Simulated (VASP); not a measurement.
A run of VASP 6.6.1 is set up as follows.

Contents of INCAR:

```
SYSTEM = AlN
PREC     = Accurate       ! precision mode
ENCUT    = 520            ! plane-wave cutoff, eV
EDIFF    = 1E-8           ! SCF threshold, eV
ISMEAR   = 0              ! smearing method
SIGMA    = 0.01           ! smearing width, eV
LREAL    = .False.        ! projectors in reciprocal space
LASPH    = .True.         ! aspherical terms in the spheres
NELM     = 80             ! most SCF steps
ALGO     = Normal         ! electronic algorithm
ISIF     = 2              ! what is computed and relaxed
LWAVE    = .False.        ! write WAVECAR
LCHARG   = .False.        ! write CHGCAR
METAGGA  = R2SCAN         ! meta-GGA
LMIXTAU  = .True.       
NBANDS   = 16             ! bands
IBRION   = 6              ! ionic algorithm
NFREE    = 2            
POTIM    = 0.015          ! step
NSW      = 1              ! ionic steps
```

KPOINTS

```
regular mesh
0
Gamma
  8 8 4
  0 0 0
```

POSCAR

```
AlN
1.0
    3.1066956632      0.0000000000      0.0000000000
   -1.5533478316      2.6904773662      0.0000000000
    0.0000000000      0.0000000000      4.9785179513
Al N
2 2
Direct
    0.3333333333      0.6666666667     -0.0008019551
    0.6666666667      0.3333333333      0.4991980449
    0.3333333333      0.6666666667      0.3808019551
    0.6666666667      0.3333333333      0.8808019551
```

Potentials or basis: VASP PAW PBE potentials, release 64 (Al, N).

Command:

```console
$ cat potpaw_PBE.64/Al/POTCAR potpaw_PBE.64/N/POTCAR > POTCAR
$ mpirun -np 1 vasp_std > vasp.out
```

**Question.** Estimate the highest phonon frequency at Γ, LO-TO splitting left out.

**Answer.** 742 cm⁻¹.

Phonon frequencies in cm⁻¹ (negative: imaginary):
```tsv
q point	frequencies
(0.000, 0.000, 0.000)	-1 0 0 250 250 558 624 668 668 681 681 742
```
